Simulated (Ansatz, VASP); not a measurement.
# One calculation of V, two programs

INCAR

```
SYSTEM = V
  PREC = Accurate
  ENCUT = 520
  EDIFF = 1E-6
  ISMEAR = -1
  SIGMA = 0.05
  LREAL = .False.
  LASPH = .True.
  NELM = 80
  ALGO = Normal
  ISIF = 2
  LWAVE = .False.
  LCHARG = .False.
  NBANDS = 20
```

File KPOINTS:

```
Automatic mesh
0
Gamma
  13 13 13
  0 0 0
```

File POSCAR:

```
V
1.0
    0.0000000000      2.2399697332      2.2399697332
    2.2399697332      0.0000000000      2.2399697332
    2.2399697332      2.2399697332      0.0000000000
V
2
Direct
   -0.1250000000     -0.1250000000     -0.1250000000
    0.1250000000      0.1250000000      0.1250000000
```

Input for Ansatz:

```yaml
crystal:
  lattice:
    - [0.0, 2.2399697332, 2.2399697332]
    - [2.2399697332, 0.0, 2.2399697332]
    - [2.2399697332, 2.2399697332, 0.0]
  atoms:
    - { symbol: V, position: [-0.125, -0.125, -0.125] }
    - { symbol: V, position: [0.125, 0.125, 0.125] }
kpoints:
  mp_grid: { grid: [13, 13, 13] }
scf:
  occupations: { method: fermi_dirac, width: 0.05 }
hamiltonian:
  xc: lda
  pseudopotentials: { kind: paw }
output:
  forces: true
  stress: true
  eigenvalues: true
  populations: true
  write_density: true
  write_potential: true
  elf: true
  volumetric_format: npy
```

Change from the starting cell: volume scaled by 0.68, PAW files.

Alike in both runs: task single point; functional LDA; k mesh 13 × 13 × 13; occupations fermi-dirac, width 0.05 eV; no spin polarisation.

|  | VASP | Ansatz |
| --- | --- | --- |
| version | VASP 6.6.1 | Ansatz 0.2.0 |
| potentials or method | VASP PAW LDA potentials, release 64 (V_sv) | PAW with Ansatz's default frozen-core files, scalar-relativistic |
| plane-wave cutoff (eV) | 520 | 420 |
| valence electrons in the cell | 26 | 26 |

```csv
,VASP,Ansatz,Ansatz less VASP
pressure (GPa),79.6,66.7,-12.93
```

LDA's correlation is that of Perdew and Zunger in VASP and of Perdew and Wang (1992) in Ansatz. The pressures are high and differ by over a tenth, so treat them with care.

Noted on VASP's run: the cell as given lies far from equilibrium.
